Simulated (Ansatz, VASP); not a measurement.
## Two plane-wave programs on Ga3BSb2

```
CELL_PARAMETERS angstrom
3.85966 0.00000 0.00000
-1.92983 3.34256 0.00000
0.00000 0.00000 11.03434
ATOMIC_POSITIONS crystal
Ga 0.00000 0.00000 0.23610
Ga 0.66667 0.33333 0.63484
Ga 0.33333 0.66667 0.85320
B 0.33333 0.66667 0.66545
Sb 0.00000 0.00000 0.99416
Sb 0.66667 0.33333 0.36625
```

Change from the starting cell: species swapped into the MnHg2Te3 type (P3m1, No. 156).

Alike in both runs: functional PBE; k mesh 12 × 12 × 4; occupations gaussian, width 0.1 eV; no spin polarisation.

Ansatz relaxed the structure, and its values are those at the end. VASP's run is a single point on that final structure, the one shown.

```csv
,VASP,Ansatz
version,VASP 6.6.1,Ansatz 0.2.0
potentials or method,"VASP PAW PBE potentials, release 64 (Ga_d, B, Sb), cutoff 520 eV","scalar-relativistic, plane waves, PAW"
valence electrons in the cell,52,72
```

|  | VASP | Ansatz | Ansatz less VASP |
| --- | --- | --- | --- |
| gap on the k mesh at the Fermi level (eV) | none | none | - |
| pressure (GPa) | 0.1 | 0.0 | -0.07 |
| rms of the force components (eV/Å) | 0.006 | 0.003 | -0.0033 |

A gap of «none» marks a metal or a gap that the smearing closes. VASP's potentials hold 52 valence electrons a cell and Ansatz's 72, so a difference there can come from the potentials and not from the codes.

Neither program's run includes spin-orbit coupling.
